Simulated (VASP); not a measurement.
A run of VASP 6.6.1 is set up as follows.

INCAR

```
PREC     = Accurate       # precision mode
ENCUT    = 520            # plane-wave cutoff, eV
EDIFF    = 1E-6           # SCF threshold, eV
ISMEAR   = 0              # smearing method
SIGMA    = 0.1            # smearing width, eV
LREAL    = False          # projectors in reciprocal space
LASPH    = True           # aspherical terms in the spheres
NELM     = 100            # most SCF steps
ALGO     = Normal         # electronic algorithm
ISIF     = 2              # what is computed and relaxed
LWAVE    = False          # write WAVECAR
LCHARG   = False          # write CHGCAR
LDIPOL   = True         
IDIPOL   = 3            
DIPOL    = 0.5 0.5 0.500
GGA      = PE             # functional
IBRION   = 2              # ionic algorithm
NSW      = 80             # ionic steps
EDIFFG   = -0.01          # ionic threshold
```

The input KPOINTS:

```
regular mesh
0
Gamma
  16 16 1
```

POSCAR

```
Pt
1.0
    2.8301807496      0.0000000000      0.0000000000
    1.4150903748      2.4510084264      0.0000000000
    0.0000000000      0.0000000000     28.8649974326
Pt
7
Direct
    0.0000000000      0.0000000000      0.2598302674
    0.3333333333      0.3333333333      0.3398868449
    0.6666666667      0.6666666667      0.4199434225
    0.0000000000      0.0000000000      0.5000000000
    0.3333333333      0.3333333333      0.5800565775
    0.6666666667      0.6666666667      0.6601131551
    0.0000000000      0.0000000000      0.7401697326
```

Potentials or basis: VASP PAW PBE potentials, release 64 (Pt).

Launch:

```bash
$ cat potpaw_PBE.64/Pt/POTCAR > POTCAR
$ mpirun -np 1 vasp_std > vasp.out
```

Question: Estimate the energy gained by relaxing.

Answer: 6.4 meV/atom.

Question: Predict the band gap on the k mesh.

Answer: Zero (band 35 reaches 3.67 eV, above the bottom of band 36 at 2.23 eV).

Final structure:
```
CELL_PARAMETERS angstrom
2.83018 0.00000 0.00000
1.41509 2.45101 0.00000
0.00000 0.00000 28.86500
ATOMIC_POSITIONS crystal
Pt 0.00000 0.00000 0.26471
Pt 0.33333 0.33333 0.34390
Pt 0.66667 0.66667 0.42192
Pt 0.00000 0.00000 0.50000
Pt 0.33333 0.33333 0.57808
Pt 0.66667 0.66667 0.65610
Pt 0.00000 0.00000 0.73529
```

Caveat: spin-orbit coupling is left out, which moves the levels of the heavy elements.
